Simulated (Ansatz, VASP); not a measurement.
# TePb: VASP beside Ansatz

File POSCAR:

```
TePb
1.0
    0.0000000000      3.2678555508      3.2678555508
    3.2678555508      0.0000000000      3.2678555508
    3.2678555508      3.2678555508      0.0000000000
Te Pb
1 1
Direct
    0.5000000000      0.5000000000      0.5000000000
    0.0000000000      0.0000000000      0.0000000000
```

Contents of INCAR.step1:

```
PREC     = Accurate       # precision mode
ENCUT    = 520            # plane-wave cutoff, eV
EDIFF    = 1E-5           # SCF threshold, eV
ISMEAR   = 0              # smearing method
SIGMA    = 0.01           # smearing width, eV
LREAL    = F              # projectors in reciprocal space
LASPH    = T              # aspherical terms in the spheres
NELM     = 100            # most SCF steps
ALGO     = Normal         # electronic algorithm
ISIF     = 2              # what is computed and relaxed
LWAVE    = T              # write WAVECAR
LCHARG   = F              # write CHGCAR
GGA      = PE             # functional
NBANDS   = 17             # bands
```

Contents of INCAR.step2:

```
PREC     = Accurate       # precision mode
ENCUT    = 520            # plane-wave cutoff, eV
EDIFF    = 1E-6           # SCF threshold, eV
ISMEAR   = 0              # smearing method
SIGMA    = 0.01           # smearing width, eV
LREAL    = F              # projectors in reciprocal space
LASPH    = T              # aspherical terms in the spheres
NELM     = 100            # most SCF steps
ALGO     = Normal         # electronic algorithm
ISIF     = 2              # what is computed and relaxed
LWAVE    = F              # write WAVECAR
LCHARG   = F              # write CHGCAR
GGA      = PE             # functional
LHFCALC  = T              # exact exchange
HFSCREEN = 0.2079         # screening, 1/A
PRECFOCK = Normal       
ISTART   = 1            
NBANDS   = 17             # bands
```

File KPOINTS:

```
regular mesh
0
Gamma
  4 4 4
```

Input for Ansatz:

```yaml
crystal:
  lattice:
    - [0.0, 3.2678555508, 3.2678555508]
    - [3.2678555508, 0.0, 3.2678555508]
    - [3.2678555508, 3.2678555508, 0.0]
  atoms:
    - { symbol: Te, position: [0.5, 0.5, 0.5] }
    - { symbol: Pb, position: [0.0, 0.0, 0.0] }
kpoints:
  mp_grid: { grid: [4, 4, 4] }
hamiltonian:
  xc: hse06
scf:
  occupations: { method: fixed }
  n_extra_bands: 4
output:
  forces: true
  stress: true
  eigenvalues: true
```

Alike in both runs: task single point; functional HSE06; k mesh 4 × 4 × 4; no spin polarisation.

|  | VASP | Ansatz |
| --- | --- | --- |
| version | VASP 6.6.1 | Ansatz 0.2.0 |
| potentials or method | VASP PAW PBE potentials, release 64 (Te, Pb_d) | plane waves, PAW |
| plane-wave cutoff (eV) | 520 | 420 |
| occupations | gaussian, width 0.01 eV | fixed |
| valence electrons in the cell | 20 | 30 |

```tsv
	VASP	Ansatz	Ansatz less VASP
gap on the k mesh at the Fermi level (eV)	1.17	1.20	+0.036
pressure (GPa)	-0.5	-0.3	+0.19
```

VASP's potentials hold 20 valence electrons a cell and Ansatz's 30, so a difference there can come from the potentials and not from the codes. Ansatz's warnings: stress exchange threshold loose, stress scf threshold loose.

Neither program's run includes spin-orbit coupling.
